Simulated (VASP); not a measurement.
# CoW3 (Pm-3m) in VASP: a series of runs

Runs on CoW3. Level: PBEsol. Tasks: single point.

All numbers are computed with VASP 6.6.1; they aren't measurements. Logs are shortened: lines on timing, memory, paths and dates and some standing lists are left out, and cuts for length are marked.

**1. The cell of the first run**

The structure is cubic, space group Pm-3m (No. 221). The conventional cell has a = 3.828 Å, b = 3.828 Å, c = 3.828 Å, α = 90.00°, β = 90.00°, γ = 90.00°. Within 3.6 Å of W (site symmetry 4/mmm) lie 8 W at 2.71 Å and 4 Co at 2.71 Å. Co (site symmetry m-3m) has 12 W at 2.71 Å within 3.6 Å.

**2. Single point, PBEsol, collinear spin, ferromagnetic start**

INCAR

```
SYSTEM = CoW3
ALGO     = Fast           ! electronic algorithm
EDIFF    = 1E-6           ! SCF threshold, eV
ENCUT    = 520            ! plane-wave cutoff, eV
GGA      = PS             ! functional
ISIF     = 2              ! what is computed and relaxed
ISMEAR   = -1             ! smearing method
ISPIN    = 2              ! spin polarisation
LASPH    = .TRUE.         ! aspherical terms in the spheres
LCHARG   = .FALSE.        ! write CHGCAR
LMAXMIX  = 4              ! l up to which the mixer works
LORBIT   = 11             ! projections on sites
LREAL    = .FALSE.        ! projectors in reciprocal space
LWAVE    = .FALSE.        ! write WAVECAR
MAGMOM   = 0 0 0 2        ! initial moments
NBANDS   = 38             ! bands
NELM     = 150            ! most SCF steps
PREC     = Accurate       ! precision mode
SIGMA    = 0.05           ! smearing width, eV
```

KPOINTS

```
k-points
0
G
  7 7 7
  0 0 0
```

POSCAR

```
CoW3
1.0
    3.8275867615      0.0000000000      0.0000000000
    0.0000000000      3.8275867615      0.0000000000
    0.0000000000      0.0000000000      3.8275867615
W Co
3 1
Direct
    0.5000000000      0.5000000000      0.0000000000
    0.5000000000      0.0000000000      0.5000000000
    0.0000000000      0.5000000000      0.5000000000
    0.0000000000      0.0000000000      0.0000000000
```

Potentials or basis: VASP PAW PBE potentials, release 64 (W_sv, Co).

The run is started by

```console
> cat potpaw_PBE.64/W_sv/POTCAR potpaw_PBE.64/Co/POTCAR > POTCAR
> mpirun -np 1 vasp_std > vasp.out
```

OUTCAR:

```text
SYSTEM = CoW3
   EDIFF = 1E-6
   ENCUT = 520
   GGA = PS
   ISIF = 2
   ISMEAR = -1
   ISPIN = 2
   LASPH = .TRUE.
   LORBIT = 11
   LREAL = .FALSE.
   NELM = 150
   PREC = Accurate

 ion  position               nearest neighbor table
   1  0.500  0.500  0.000-   2 2.71   3 2.71   4 2.71   2 2.71   3 2.71   2 2.71   4 2.71   2 2.71
                             3 2.71   4 2.71   3 2.71   4 2.71
   2  0.500  0.000  0.500-   1 2.71   3 2.71   4 2.71   1 2.71   4 2.71   1 2.71   3 2.71   1 2.71
                             3 2.71   4 2.71   4 2.71   3 2.71
   3  0.000  0.500  0.500-   1 2.71   2 2.71   4 2.71   1 2.71   4 2.71   2 2.71   4 2.71   4 2.71
                             1 2.71   2 2.71   1 2.71   2 2.71
   4  0.000  0.000  0.000-   1 2.71   2 2.71   3 2.71   2 2.71   3 2.71   1 2.71   3 2.71   3 2.71
                             1 2.71   2 2.71   2 2.71   1 2.71

  LATTYP: Found a simple cubic cell.
 ALAT       =     3.8275867615

  Lattice vectors:

 A1 = (   3.8275867615,   0.0000000000,   0.0000000000)
 A2 = (   0.0000000000,   3.8275867615,   0.0000000000)
 A3 = (   0.0000000000,   0.0000000000,   3.8275867615)

Analysis of symmetry for initial positions (statically):
=====================================================================
 Subroutine PRICEL returns:
 Original cell was already a primitive cell.

 Routine SETGRP: Setting up the symmetry group for a
 simple cubic supercell.

 Subroutine GETGRP returns: Found 48 space group operations
 (whereof 48 operations were pure point group operations)
 out of a pool of 48 trial point group operations.

The static configuration has the point symmetry O_h .

Analysis of symmetry for dynamics (positions and initial velocities):
=====================================================================
 Subroutine PRICEL returns:
 Original cell was already a primitive cell.

 Routine SETGRP: Setting up the symmetry group for a
 simple cubic supercell.

 Subroutine GETGRP returns: Found 48 space group operations
 (whereof 48 operations were pure point group operations)
 out of a pool of 48 trial point group operations.

The dynamic configuration has the point symmetry O_h .

Analysis of structural, dynamic, and magnetic symmetry:
=====================================================================
 Subroutine PRICEL returns:
 Original cell was already a primitive cell.

 Routine SETGRP: Setting up the symmetry group for a
 simple cubic supercell.

 Subroutine GETGRP returns: Found 48 space group operations
[... 130 lines left out ...]
   IVDW    =     0    specifies the selected vdW correction
   LEPSILON=     F    determine dielectric tensor
   LRPA    =     F    only Hartree local field effects (RPA)
 spin polarized calculation
 RMM-DIIS sequential band-by-band and
  energy-cutoff  :      520.00
  volume of cell :       56.08
 maximum number of plane-waves:      1521
   NGX = 15   NGY = 15   NGZ = 15

 number of electron      51.0000025 magnetization      -0.0821335

 number of electron      51.0000030 magnetization       0.0005891

 Free energy of the ion-electron system (eV)
  ---------------------------------------------------
  ext. energy  EPLUGINS =         0.00000000
  ---------------------------------------------------
  free energy    TOTEN  =       -48.11627245 eV

  energy without entropy =      -48.08365254  energy(sigma->0) =      -48.09996249

 E-fermi :  11.2012     XC(G=0): -13.9493

 val. band max:       11.1941103608   @ k =   0.1429   0.1429   0.1429
 cond. band min:      11.2511335135   @ k =   0.1429   0.1429   0.0000
 fundamental gap:      0.0570231527
 Fermi energy:        11.2012115390

 spin component 1

 k-point     1 :       0.0000    0.0000    0.0000
  band No.  band energies     occupation
      1     -62.3955      1.00000
      2     -62.1862      1.00000
      3     -62.1862      1.00000
      4     -27.2077      1.00000
      5     -27.2077      1.00000
      6     -27.2077      1.00000
[... 789 lines left out ...]
     36      17.3944      0.00000
     37      21.7585      0.00000
 Fermi energy:        11.2012115390

 spin component 2

 k-point     1 :       0.0000    0.0000    0.0000
  band No.  band energies     occupation
      1     -62.3954      1.00000
      2     -62.1861      1.00000
      3     -62.1861      1.00000
      4     -27.2077      1.00000
      5     -27.2077      1.00000
      6     -27.2077      1.00000
[... 789 lines left out ...]
     36      17.3945      0.00000
     37      21.7588      0.00000
 [bands above 37 left out]

------------------------ aborting loop because EDIFF is reached ----------------------------------------

  FORCE on cell =-STRESS in cart. coord.  units (eV):
  Direction    XX          YY          ZZ          XY          YZ          ZX
  --------------------------------------------------------------------------------------
  -------------------------------------------------------------------------------------
  Total        2.8822263      2.8822263      2.8822263     -0.0000000      0.0000000      0.0000000
  in kB       82.3499866     82.3499866     82.3499866     -0.0000000      0.0000000      0.0000000
  external PRESSURE =      82.3499866 kB  Pullay stress =       0.0000000 kB

 VOLUME and BASIS-vectors are now :
 -----------------------------------------------------------------------------
  energy-cutoff  :      520.00
  volume of cell :       56.08
      direct lattice vectors                 reciprocal lattice vectors
     3.827586762  0.000000000  0.000000000     0.261261223  0.000000000  0.000000000
     0.000000000  3.827586762  0.000000000     0.000000000  0.261261223  0.000000000
     0.000000000  0.000000000  3.827586762     0.000000000  0.000000000  0.261261223

 POSITION                                       TOTAL-FORCE (eV/Angst)
 -----------------------------------------------------------------------------------
      1.91379      1.91379      0.00000         0.000000      0.000000      0.000000
      1.91379      0.00000      1.91379         0.000000      0.000000      0.000000
      0.00000      1.91379      1.91379         0.000000      0.000000      0.000000
      0.00000      0.00000      0.00000         0.000000      0.000000      0.000000
 -----------------------------------------------------------------------------------
    total drift:                                0.000000      0.000000      0.000000

  FREE ENERGIE OF THE ION-ELECTRON SYSTEM (eV)
  ---------------------------------------------------
  free  energy   TOTEN  =       -48.1162724454 eV

  energy  without entropy=      -48.0836525415  energy(sigma->0) =      -48.09996249

 total charge

# of ion       s       p       d       tot
------------------------------------------
    1        2.434   6.334   3.459  12.227
    2        2.434   6.334   3.459  12.227
    3        2.434   6.334   3.459  12.227
    4        0.493   0.604   7.327   8.423
--------------------------------------------------
tot          7.795  19.604  17.704  45.103

 magnetization (x)

# of ion       s       p       d       tot
------------------------------------------
    1       -0.000  -0.000   0.000   0.000
    2       -0.000  -0.000   0.000   0.000
    3       -0.000  -0.000   0.000   0.000
    4       -0.000   0.000   0.000   0.000
--------------------------------------------------
tot         -0.000  -0.000   0.000   0.000
```

OSZICAR:

```text
N       E                     dE             d eps       ncg     rms          rms(c)
DAV:   1     0.590001424143E+03    0.59000E+03   -0.26664E+04  3064   0.161E+03
DAV:   2    -0.163551625155E+02   -0.60636E+03   -0.58321E+03  3064   0.498E+02
DAV:   3    -0.514817774827E+02   -0.35127E+02   -0.32636E+02  3488   0.122E+02
DAV:   4    -0.523604481210E+02   -0.87867E+00   -0.87195E+00  3392   0.194E+01
[... 12 lines left out ...]
RMM:  17    -0.481162021916E+02   -0.84166E-04   -0.81101E-05  3617   0.501E-02    0.929E-02
RMM:  18    -0.481162661111E+02   -0.63919E-04   -0.52013E-05  3808   0.358E-02    0.695E-02
RMM:  19    -0.481162670128E+02   -0.90179E-06   -0.35596E-05  3481   0.270E-02    0.387E-02
RMM:  20    -0.481162720063E+02   -0.49935E-05   -0.23353E-05  3487   0.248E-02    0.139E-02
RMM:  21    -0.481162724454E+02   -0.43910E-06   -0.34349E-06  2784   0.943E-03
   1 F= -.48116272E+02 E0= -.48099962E+02  d E =-.326199E-01  mag=    -0.0000
```

It took 3.3 min on 1 thread of Intel Xeon 8259CL, shared host; peak memory 0.21 GiB.

Results:

- Free energy: -48.1163 eV
- Pressure: 8.2 GPa
- Net moment: 0.00 μB per cell
- Valence electrons inside the program's atomic spheres: W 12.23; Co 8.42

Caveat: the cell stands under pressure; the moments typed at the start vanished in this run; the PAW data sets were made with another functional, which shifts forces and pressure a little; spin-orbit coupling is left out, which moves the levels of the heavy elements.

**3. Single point, PBEsol, collinear spin, ferromagnetic start**

This run uses another cell than the first one, of 14.32 Å³/atom.

INCAR

```
SYSTEM = CoW3
ALGO = Normal
EDIFF = 1E-6
ENCUT = 520
GGA = PS
ISIF = 2
ISMEAR = -1
ISPIN = 2
LASPH = .TRUE.
LCHARG = .FALSE.
LMAXMIX = 4
LORBIT = 11
LREAL = .FALSE.
LWAVE = .FALSE.
MAGMOM = 0 0 0 2
NBANDS = 38
NELM = 150
PREC = Accurate
SIGMA = 0.05
```

KPOINTS is that of step 2.

POSCAR

```
CoW3
1.0
    3.8545424859      0.0000000000      0.0000000000
    0.0000000000      3.8545424859      0.0000000000
    0.0000000000      0.0000000000      3.8545424859
W Co
3 1
Direct
    0.5000000000      0.5000000000      0.0000000000
    0.5000000000      0.0000000000      0.5000000000
    0.0000000000      0.5000000000      0.5000000000
    0.0000000000      0.0000000000      0.0000000000
```

Potentials or basis: VASP PAW PBE potentials, release 64 (W_sv, Co).

The run is started by

```console
> cat potpaw_PBE.64/W_sv/POTCAR potpaw_PBE.64/Co/POTCAR > POTCAR
> mpirun -np 1 vasp_std > vasp.out
```

Wall time 3.6 min (1 thread of Intel Xeon 8259CL, shared host); peak memory 0.23 GiB.

The run converged. Its results:

```yaml
Free_energy: -48.1535 eV
Pressure: 1.5 GPa
Net_moment: 0.00 μB per cell
Valence_electrons_inside_the_program's_atomic_spheres: W 12.18; Co 8.38
```

Levels at points of the mesh, in eV from the Fermi level:
Spin up:
```csv
k point,band 22,band 23,band 24,band 25,band 26,band 27,band 28,band 29
"(0.00, 0.00, 0.00)",-1.17,0.36,0.36,2.97,2.97,2.97,3.15,3.15
```
Spin down:
```
           k point  band 21  band 22  band 23  band 24  band 25  band 26  band 27  band 28  band 29  band 30
(0.00, 0.00, 0.00)    -1.17    -1.17     0.36     0.36     2.97     2.97     2.97     3.15     3.15     3.15
```

Caveat: the moments typed at the start vanished in this run; the PAW data sets were made with another functional, which shifts forces and pressure a little; spin-orbit coupling is left out, which moves the levels of the heavy elements.

[end of part 1 of 2]
